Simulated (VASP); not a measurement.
# WSe2 in VASP: further runs

Runs on WSe2. Level: PBE+D3(BJ). Tasks: single point.

Program: VASP 6.6.1. These are calculated values, not measurements. Logs are shortened: lines on timing, memory, paths and dates and some standing lists are left out, and cuts for length are marked.

## (1) The cell of the first run

The cell holds a slab with vacuum, 3 atoms: a = 3.329 Å, b = 3.329 Å, c = 32.737 Å, α = 90.00°, β = 90.00°, γ = 120.00°.

## (2) Single point, PBE+D3(BJ)

The input, INCAR:

```
SYSTEM = WSe2
ALGO     = Normal         ! electronic algorithm
DIPOL    = 0.5 0.5 0.500
EDIFF    = 1E-6           ! SCF threshold, eV
ENCUT    = 520            ! plane-wave cutoff, eV
GGA      = PE             ! functional
IDIPOL   = 3            
ISIF     = 2              ! what is computed and relaxed
ISMEAR   = 0              ! smearing method
IVDW     = 12             ! dispersion correction
LASPH    = .TRUE.         ! aspherical terms in the spheres
LCHARG   = .TRUE.         ! write CHGCAR
LDIPOL   = .TRUE.       
LELF     = .TRUE.         ! ELF
LREAL    = .FALSE.        ! projectors in reciprocal space
LVACPOTAV= .TRUE.       
LVHAR    = .TRUE.       
LWAVE    = .FALSE.        ! write WAVECAR
NBANDS   = 20             ! bands
NELM     = 80             ! most SCF steps
PREC     = Accurate       ! precision mode
SIGMA    = 0.02           ! smearing width, eV
```

The input, KPOINTS:

```
k-points
0
G
  9 9 1
  0 0 0
```

The input, POSCAR:

```
WSe2
1.0
    3.3290000000      0.0000000000      0.0000000000
   -1.6645000000      2.8829985692      0.0000000000
    0.0000000000      0.0000000000     32.7373831004
Se W
2 1
Direct
    0.3333333333      0.6666666667      0.4485450625
    0.3333333333      0.6666666667      0.5514549375
    0.6666666667      0.3333333333      0.5000000000
```

Potentials or basis: VASP PAW PBE potentials, release 64 (Se, W_sv).

Launch:

```bash
> cat potpaw_PBE.64/Se/POTCAR potpaw_PBE.64/W_sv/POTCAR > POTCAR
> mpirun -np 1 vasp_std > vasp.out
```

OUTCAR:

```text
SYSTEM = WSe2
   EDIFF = 1E-6
   ENCUT = 520
   GGA = PE
   ISIF = 2
   ISMEAR = 0
   IVDW = 12
   LASPH = .TRUE.
   LREAL = .FALSE.
   NELM = 80
   PREC = Accurate
 IVDW          = 12

 ion  position               nearest neighbor table
   1  0.333  0.667  0.449-   3 2.56   3 2.56   3 2.56
   2  0.333  0.667  0.551-   3 2.56   3 2.56   3 2.56
   3  0.667  0.333  0.500-   1 2.56   2 2.56   1 2.56   2 2.56   1 2.56   2 2.56

  LATTYP: Found a hexagonal cell.
 ALAT       =     3.3290000000
 C/A-ratio  =     9.8339991290

  Lattice vectors:

 A1 = (   3.3290000000,   0.0000000000,   0.0000000000)
 A2 = (  -1.6645000000,   2.8829985692,   0.0000000000)
 A3 = (   0.0000000000,   0.0000000000,  32.7373831004)

Analysis of symmetry for initial positions (statically):
=====================================================================
 Subroutine PRICEL returns:
 Original cell was already a primitive cell.

 Routine SETGRP: Setting up the symmetry group for a
 hexagonal supercell.

 Subroutine GETGRP returns: Found 12 space group operations
 (whereof 12 operations were pure point group operations)
 out of a pool of 24 trial point group operations.

The static configuration has the point symmetry D_3h.

Analysis of symmetry for dynamics (positions and initial velocities):
=====================================================================
 Subroutine PRICEL returns:
 Original cell was already a primitive cell.

 Routine SETGRP: Setting up the symmetry group for a
 hexagonal supercell.

 Subroutine GETGRP returns: Found 12 space group operations
 (whereof 12 operations were pure point group operations)
 out of a pool of 24 trial point group operations.

The dynamic configuration has the point symmetry D_3h.

 Subroutine INISYM returns: Found 12 space group operations
 (whereof 12 operations are pure point group operations),
 and found     1 'primitive' translations

----------------------------------------------------------------------------------------

                                     Primitive cell

  volume of cell :     314.1971

  direct lattice vectors                    reciprocal lattice vectors
     3.329000000  0.000000000  0.000000000     0.300390508  0.173430540  0.000000000
    -1.664500000  2.882998569  0.000000000     0.000000000  0.346861081  0.000000000
     0.000000000  0.000000000 32.737383100     0.000000000  0.000000000  0.030546119

  length of vectors
     3.329000000  3.329000000 32.737383100     0.346861081  0.346861081  0.030546119
[... 76 lines left out ...]
   ISIF   =      2    stress and relaxation
   ISYM   =      2    0-nonsym 1-usesym 2-fastsym
   POTIM  = 0.5000    time-step for ionic-motion
   TEBEG  =    0.0;   TEEND  =   0.0 temperature during run
   PSTRESS=    0.0 pullay stress
   NELECT =      26.0000    total number of electrons
   NUPDOWN=      -1.0000    fix difference up-down
   EMIN   =  10.00;   EMAX   =-10.00  energy-range for DOS
   EFERMI =   0.00;   METHOD = LEGACY
   ISMEAR =     0;   SIGMA  =   0.02  broadening in eV -4-tet -1-fermi 0-gaus
   EFERMI_NEDOS =   21; number of points for ismear=-14 and -15
   IALGO  =     38    algorithm
   IMIX   =      4    mixing-type and parameters
     AMIX     =   0.40;   BMIX     =  1.00
     AMIX_MAG =   1.60;   BMIX_MAG =  1.00
  volume/ion in A,a.u.               =     104.73       706.77
  Fermi-wavevector in a.u.,A,eV,Ry     =   0.713398  1.348127  6.924504  0.508937
  Thomas-Fermi vector in A             =   1.801025
   LORBIT       =      0    0 simple, 1 ext, 2 COOP (PROOUT), +10 PAW based schemes
   GGA     = PE    functional components
   LHFCALC =     F    Hartree Fock is set to
   AEXX    =    0.0000 exact exchange contribution
   IVDW    =    12    specifies the selected vdW correction
   LEPSILON=     F    determine dielectric tensor
   LRPA    =     F    only Hartree local field effects (RPA)
 non-spin polarized calculation
 Gauss-broadening in eV      SIGMA  =   0.02
  energy-cutoff  :      520.00
  volume of cell :      314.20
 maximum number of plane-waves:      8492
 NGX is ok and might be reduce to    28
   NGX = 13   NGY = 13   NGZ =121

 dipolmoment           0.000000      0.000000      0.000000 electrons x Angstroem

 number of electron      26.0000000 magnetization

 dipolmoment           0.000000      0.000000     -0.000000 electrons x Angstroem

 Free energy of the ion-electron system (eV)
  ---------------------------------------------------
  ext. energy  EPLUGINS =         0.00000000
  ---------------------------------------------------
  free energy    TOTEN  =       -21.62231020 eV

  energy without entropy =      -21.62231020  energy(sigma->0) =      -21.62231020

 E-fermi :  -2.8009     XC(G=0):  -2.4505

 val. band max:       -2.9495300294   @ k =   0.3333   0.3333   0.0000
 cond. band min:      -1.4166234088   @ k =   0.3333   0.3333   0.0000
 fundamental gap:      1.5329066205
 Fermi energy:        -2.8008874480

 k-point     1 :       0.0000    0.0000    0.0000
  band No.  band energies     occupation
      1     -77.0549      2.00000
      2     -41.2654      2.00000
      3     -41.1682      2.00000
      4     -41.1682      2.00000
      5     -17.5892      2.00000
      6     -16.3813      2.00000
[... 265 lines left out ...]
     19       3.3957      0.00000
     20       5.6487      0.00000

------------------------ aborting loop because EDIFF is reached ----------------------------------------

 vacuum level on the upper side and lower side of the slab       (xc-potential included)        -0.086        -0.086

 Edisp (eV)   -0.98446

 E8    (eV) :    -0.4678

  FORCE on cell =-STRESS in cart. coord.  units (eV):
  Direction    XX          YY          ZZ          XY          YZ          ZX
  --------------------------------------------------------------------------------------
  -------------------------------------------------------------------------------------
  Total      -1.34453    -1.34453    -0.76681     0.00000     0.00000    -0.00000
  in kB      -6.85614    -6.85614    -3.91019     0.00000     0.00000    -0.00000
  external pressure =       -5.87 kB  Pullay stress =        0.00 kB

 VOLUME and BASIS-vectors are now :
 -----------------------------------------------------------------------------
  energy-cutoff  :      520.00
  volume of cell :      314.20
      direct lattice vectors                 reciprocal lattice vectors
     3.329000000  0.000000000  0.000000000     0.300390508  0.173430540  0.000000000
    -1.664500000  2.882998569  0.000000000     0.000000000  0.346861081  0.000000000
     0.000000000  0.000000000 32.737383100     0.000000000  0.000000000  0.030546119

 POSITION                                       TOTAL-FORCE (eV/Angst)
 -----------------------------------------------------------------------------------
     -0.00000      1.92200     14.68419        -0.000000     -0.000000      0.224104
     -0.00000      1.92200     18.05319        -0.000000     -0.000000     -0.224104
      1.66450      0.96100     16.36869         0.000000      0.000000     -0.000000
 -----------------------------------------------------------------------------------
    total drift:                               -0.000000      0.000000     -0.000000

  FREE ENERGIE OF THE ION-ELECTRON SYSTEM (eV)
  ---------------------------------------------------
  free  energy   TOTEN  =       -22.6067731058 eV

  energy  without entropy=      -22.6067731058  energy(sigma->0) =      -22.60677311

 vacuum level on the upper side and lower side of the slab         2.142         2.142
```

stdout:

```text
POSCAR found type information on POSCAR SeW
 POSCAR found :  2 types and       3 ions
 scaLAPACK will be used
 LDA part: xc-table for (Slater+PW92), standard interpolation
 POSCAR, INCAR and KPOINTS ok, starting setup
 FFT: planning ... GRIDC
 FFT: planning ... GRID_SOFT
 FFT: planning ... GRID
 WAVECAR not read
 entering main loop
```

It took 4.6 min on 1 thread of Intel Xeon 8259CL, shared host; peak memory 0.49 GiB.

What came out:

```yaml
Free_energy: -22.6068 eV
Largest_force: 0.224 eV/Å
Band_gap_on_the_k_mesh: 1.53 eV
Dispersion_energy_per_atom: -0.328 eV
Ionisation_potential_of_the_upper_face: 5.09 eV
```

Forces in eV/Å, atoms in the order of the input:
```
Se   0.000  0.000  0.224
Se   0.000  0.000 -0.224
W    0.000  0.000  0.000
```

Caveat: spin-orbit coupling is left out, which moves the levels of the heavy elements.

## (3) Single point, PBE+D3(BJ)

The input, INCAR:

```
  ALGO = Normal
  DIPOL = 0.5 0.5 0.500
  EDIFF = 1E-7
  ENCUT = 520
  GGA = PE
  IDIPOL = 3
  ISIF = 2
  ISMEAR = 0
  IVDW = 12
  LASPH = True
  LCHARG = False
  LDIPOL = True
  LREAL = False
  LWAVE = False
  NBANDS = 20
  NELM = 80
  PREC = Accurate
  SIGMA = 0.02
```

The input, KPOINTS:

```
k-points
0
Gamma
  9 9 1
```

The input, POSCAR:

```
WSe2
1.0
    3.3290000000      0.0000000000      0.0000000000
   -1.6645000000      2.8829985692      0.0000000000
    0.0000000000      0.0000000000     32.7373831004
Se W
2 1
Direct
    0.3333333333      0.6666666667      0.4467581146
    0.3333333333      0.6666666667      0.5532418854
    0.6666666667      0.3333333333      0.5000000000
```

Potentials or basis: VASP PAW PBE potentials, release 64 (Se, W_sv).

Launch:

```bash
> cat potpaw_PBE.64/Se/POTCAR potpaw_PBE.64/W_sv/POTCAR > POTCAR
> mpirun -np 1 vasp_std > vasp.out
```

OUTCAR:

```text
EDIFF = 1E-7
   ENCUT = 520
   GGA = PE
   ISIF = 2
   ISMEAR = 0
   IVDW = 12
   LASPH = True
   LREAL = False
   NELM = 80
   PREC = Accurate
 IVDW          = 12

 ion  position               nearest neighbor table
   1  0.333  0.667  0.447-   3 2.59   3 2.59   3 2.59
   2  0.333  0.667  0.553-   3 2.59   3 2.59   3 2.59
   3  0.667  0.333  0.500-   1 2.59   2 2.59   1 2.59   2 2.59   1 2.59   2 2.59

  LATTYP: Found a hexagonal cell.
 ALAT       =     3.3290000000
 C/A-ratio  =     9.8339991290

  Lattice vectors:

 A1 = (   3.3290000000,   0.0000000000,   0.0000000000)
 A2 = (  -1.6645000000,   2.8829985692,   0.0000000000)
 A3 = (   0.0000000000,   0.0000000000,  32.7373831004)

Analysis of symmetry for initial positions (statically):
=====================================================================
 Subroutine PRICEL returns:
 Original cell was already a primitive cell.

 Routine SETGRP: Setting up the symmetry group for a
 hexagonal supercell.

 Subroutine GETGRP returns: Found 12 space group operations
 (whereof 12 operations were pure point group operations)
 out of a pool of 24 trial point group operations.

The static configuration has the point symmetry D_3h.

Analysis of symmetry for dynamics (positions and initial velocities):
=====================================================================
 Subroutine PRICEL returns:
 Original cell was already a primitive cell.

 Routine SETGRP: Setting up the symmetry group for a
 hexagonal supercell.

 Subroutine GETGRP returns: Found 12 space group operations
 (whereof 12 operations were pure point group operations)
 out of a pool of 24 trial point group operations.

The dynamic configuration has the point symmetry D_3h.

 Subroutine INISYM returns: Found 12 space group operations
 (whereof 12 operations are pure point group operations),
 and found     1 'primitive' translations

----------------------------------------------------------------------------------------

                                     Primitive cell

  volume of cell :     314.1971

  direct lattice vectors                    reciprocal lattice vectors
     3.329000000  0.000000000  0.000000000     0.300390508  0.173430540  0.000000000
    -1.664500000  2.882998569  0.000000000     0.000000000  0.346861081  0.000000000
     0.000000000  0.000000000 32.737383100     0.000000000  0.000000000  0.030546119

  length of vectors
     3.329000000  3.329000000 32.737383100     0.346861081  0.346861081  0.030546119

  position of ions in fractional coordinates (direct lattice)
     0.333333333  0.666666667  0.446758115
     0.333333333  0.666666667  0.553241885
     0.666666667  0.333333333  0.500000000

  ion indices of the primitive-cell ions
   primitive index   ion index
                 1           1
                 2           2
                 3           3

----------------------------------------------------------------------------------------

 KPOINTS: k-points

Automatic generation of k-mesh.
 Grid dimensions read from file:
 generate k-points for:    9    9    1

 Generating k-lattice:

  Cartesian coordinates                     Fractional coordinates (reciprocal lattice)
     0.033376723  0.019270060  0.000000000     0.111111111  0.000000000  0.000000000
[... 25 lines left out ...]
  0.222222  0.222222  0.000000      6.000000
  0.333333  0.222222  0.000000     12.000000
  0.333333  0.333333  0.000000      2.000000
   k-points           NKPTS =     12   k-points in BZ     NKDIM =     12   number of bands    NBANDS=     20
   number of dos      NEDOS =    301   number of ions     NIONS =      3
   total plane-waves  NPLWV = 196000
   dimension x,y,z NGX =    28 NGY =   28 NGZ =  250
   dimension x,y,z NGXF=    56 NGYF=   56 NGZF=  500
   ions per type =               2   1
   NGX,Y,Z   is equivalent  to a cutoff of  13.98, 13.98, 12.70 a.u.
   NGXF,Y,Z  is equivalent  to a cutoff of  27.97, 27.97, 25.39 a.u.
 SYSTEM =  unknown system
   PREC   = accura    normal or accurate (medium, high low for compatibility)
   ISTART =      0    job   : 0-new  1-cont  2-samecut
   ICHARG =      2    charge: 1-file 2-atom 10-const
   ISPIN  =      1    spin polarized calculation?
   LNONCOLLINEAR =      F non collinear calculations
   LSORBIT =      F    spin-orbit coupling
   LASPH  =      T    aspherical Exc in radial PAW
   ENCUT  =  520.0 eV  38.22 Ry    6.18 a.u.   6.19  6.19 60.87*2*pi/ulx,y,z
   NELM   =     80;   NELMIN=  2; NELMDL= -5     # of ELM steps
   EDIFF  = 0.1E-06   stopping-criterion for ELM
   LREAL  =      F    real-space projection
   EDIFFG = 0.1E-05   stopping-criterion for IOM
   NSW    =      0    number of steps for IOM
   IBRION =     -1    ionic relax: 0-MD 1-quasi-New 2-CG
   NFREE  =      0    steps in history (QN), initial steepest desc. (CG)
   ISIF   =      2    stress and relaxation
   ISYM   =      2    0-nonsym 1-usesym 2-fastsym
   POTIM  = 0.5000    time-step for ionic-motion
   TEBEG  =    0.0;   TEEND  =   0.0 temperature during run
   PSTRESS=    0.0 pullay stress
   NELECT =      26.0000    total number of electrons
   NUPDOWN=      -1.0000    fix difference up-down
   EMIN   =  10.00;   EMAX   =-10.00  energy-range for DOS
   EFERMI =   0.00;   METHOD = LEGACY
   ISMEAR =     0;   SIGMA  =   0.02  broadening in eV -4-tet -1-fermi 0-gaus
   EFERMI_NEDOS =   21; number of points for ismear=-14 and -15
   IALGO  =     38    algorithm
   IMIX   =      4    mixing-type and parameters
     AMIX     =   0.40;   BMIX     =  1.00
     AMIX_MAG =   1.60;   BMIX_MAG =  1.00
  volume/ion in A,a.u.               =     104.73       706.77
  Fermi-wavevector in a.u.,A,eV,Ry     =   0.713398  1.348127  6.924504  0.508937
  Thomas-Fermi vector in A             =   1.801025
   LORBIT       =      0    0 simple, 1 ext, 2 COOP (PROOUT), +10 PAW based schemes
   GGA     = PE    functional components
   LHFCALC =     F    Hartree Fock is set to
   AEXX    =    0.0000 exact exchange contribution
   IVDW    =    12    specifies the selected vdW correction
   LEPSILON=     F    determine dielectric tensor
   LRPA    =     F    only Hartree local field effects (RPA)
 non-spin polarized calculation
 Gauss-broadening in eV      SIGMA  =   0.02
  energy-cutoff  :      520.00
  volume of cell :      314.20
 maximum number of plane-waves:      8492
 NGX is ok and might be reduce to    28
   NGX = 13   NGY = 13   NGZ =121

 dipolmoment           0.000000      0.000000      0.000000 electrons x Angstroem

 number of electron      26.0000000 magnetization

 dipolmoment           0.000000      0.000000     -0.000000 electrons x Angstroem

 Free energy of the ion-electron system (eV)
  ---------------------------------------------------
  ext. energy  EPLUGINS =         0.00000000
  ---------------------------------------------------
  free energy    TOTEN  =       -21.55471401 eV

  energy without entropy =      -21.55471401  energy(sigma->0) =      -21.55471401

 E-fermi :  -2.6353     XC(G=0):  -2.4754

 val. band max:       -2.8758942487   @ k =   0.3333   0.3333   0.0000
 cond. band min:      -1.3361983423   @ k =   0.2222   0.1111   0.0000
 fundamental gap:      1.5396959064
 Fermi energy:        -2.6353346138

 k-point     1 :       0.0000    0.0000    0.0000
  band No.  band energies     occupation
      1     -77.0734      2.00000
      2     -41.2662      2.00000
      3     -41.1521      2.00000
      4     -41.1521      2.00000
      5     -17.3624      2.00000
      6     -16.3267      2.00000
[... 265 lines left out ...]
     19       3.4204      0.00000
     20       5.5820      0.00000

------------------------ aborting loop because EDIFF is reached ----------------------------------------

 vacuum level on the upper side and lower side of the slab       (xc-potential included)        -0.007        -0.007

 Edisp (eV)   -0.97173

 E8    (eV) :    -0.4614

  FORCE on cell =-STRESS in cart. coord.  units (eV):
  Direction    XX          YY          ZZ          XY          YZ          ZX
  --------------------------------------------------------------------------------------
  -------------------------------------------------------------------------------------
  Total      -2.41261    -2.41261    -3.92763    -0.00000     0.00000     0.00000
  in kB     -12.30254   -12.30254   -20.02805    -0.00000     0.00000     0.00000
  external pressure =      -14.88 kB  Pullay stress =        0.00 kB

 VOLUME and BASIS-vectors are now :
 -----------------------------------------------------------------------------
  energy-cutoff  :      520.00
  volume of cell :      314.20
      direct lattice vectors                 reciprocal lattice vectors
     3.329000000  0.000000000  0.000000000     0.300390508  0.173430540  0.000000000
    -1.664500000  2.882998569  0.000000000     0.000000000  0.346861081  0.000000000
     0.000000000  0.000000000 32.737383100     0.000000000  0.000000000  0.030546119

 POSITION                                       TOTAL-FORCE (eV/Angst)
 -----------------------------------------------------------------------------------
     -0.00000      1.92200     14.62569         0.000000      0.000000      1.123424
     -0.00000      1.92200     18.11169         0.000000      0.000000     -1.123424
      1.66450      0.96100     16.36869        -0.000000     -0.000000      0.000000
 -----------------------------------------------------------------------------------
    total drift:                               -0.000000      0.000000     -0.000000

  FREE ENERGIE OF THE ION-ELECTRON SYSTEM (eV)
  ---------------------------------------------------
  free  energy   TOTEN  =       -22.5264403353 eV

  energy  without entropy=      -22.5264403353  energy(sigma->0) =      -22.52644034

 vacuum level on the upper side and lower side of the slab         2.125         2.125
```

stdout:

```text
POSCAR found type information on POSCAR SeW
 POSCAR found :  2 types and       3 ions
 scaLAPACK will be used
 LDA part: xc-table for (Slater+PW92), standard interpolation
 POSCAR, INCAR and KPOINTS ok, starting setup
 FFT: planning ... GRIDC
 FFT: planning ... GRID_SOFT
 FFT: planning ... GRID
 WAVECAR not read
 entering main loop
```

Wall time 5.3 min (1 thread of Intel Xeon 8259CL, shared host); peak memory 0.5 GiB.

Results:

- Free energy: -22.5264 eV
- Largest force: 1.123 eV/Å
- Band gap on the k mesh: 1.54 eV (least direct gap 1.64 eV)
- Dispersion energy per atom: -0.324 eV

Forces on the atoms (eV/Å):
```
Se   0.000  0.000  1.123
Se   0.000  0.000 -1.123
W    0.000  0.000  0.000
```

Caveat: spin-orbit coupling is left out, which moves the levels of the heavy elements.
